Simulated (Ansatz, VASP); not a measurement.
One calculation of Sc3Al, two programs

```xyz
4
Lattice="4.2422 0.0000 0.0000 0.0000 4.2422 0.0000 0.0000 0.0000 4.2422" Properties=species:S:1:pos:R:3 pbc="T T T"
Sc    2.1211    0.0000    2.1211
Sc    0.0000    2.1211    2.1211
Sc    2.1211    2.1211    0.0000
Al    0.0000    0.0000    0.0000
```

Alike in both runs: task single point; functional r2SCAN; k mesh 10 × 10 × 10; occupations gaussian, width 0.1 eV; no spin polarisation.

|  | VASP | Ansatz |
| --- | --- | --- |
| version | VASP 6.6.1 | Ansatz 0.2.0 |
| potentials or method | VASP PAW PBE potentials, release 64 (Sc_sv, Al), cutoff 520 eV | scalar-relativistic, plane waves, PAW |
| valence electrons in the cell | 36 | 36 |

VASP gave:

| Item | Value |
| --- | --- |
| gap on the k mesh at the Fermi level (eV) | none |
| pressure (GPa) | 10.8 |

Which values does Ansatz return?

gap on the k mesh at the Fermi level (eV): none; pressure (GPa): 10.5.

VASP's potentials were made for PBE, not for r2SCAN. A gap of «none» marks a metal or a gap that the smearing closes. With one functional, cell and mesh, what is left measures potentials, basis and numerics.
